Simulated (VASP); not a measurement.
## CdSe: single point with LDA

The system is CdSe.

```
Cd Se
1.0
     0.00000    3.00392    3.00392
     3.00392    0.00000    3.00392
     3.00392    3.00392    0.00000
Cd Se
1 1
Cartesian
  0.0000 0.0000 0.0000
  1.5020 1.5020 1.5020
```

* Program: VASP 6.6.1
* Task: single point
* Functional: LDA
* Potentials or basis: VASP PAW LDA potentials, release 64 (Cd, Se)
* Cutoff: 520 eV
* k mesh: 8 × 8 × 8
* Occupations: fermi-dirac, width 0.05 eV
* Spin: no spin polarisation
* Dipole correction: no
* Further INCAR settings: ALGO = Normal; EDIFF = 1e-07; NBANDS = 16

| Item | Value |
| --- | --- |
| Pressure | 0.5 GPa |
| Band gap on the k mesh | 0.44 eV |

Levels at points of the mesh, in eV from the valence-band top:
```tsv
k point	band 5	band 6	band 7	band 8	band 9	band 10	band 11	band 12	band 13	band 14
(0.00, 0.00, 0.00)	-7.67	-7.67	0.00	0.00	0.00	0.44	5.79	5.79	5.79	9.65
(0.50, 0.00, 0.00)	-7.64	-7.35	-4.70	-0.82	-0.82	2.24	6.32	6.32	7.30	9.90
(0.50, 0.50, 0.00)	-7.60	-7.28	-4.34	-2.02	-2.02	2.87	3.64	9.06	10.24	10.24
```

It took 27 s on 1 thread of Intel Xeon 8259CL, with other jobs on the host, peak memory 0.16 GiB.
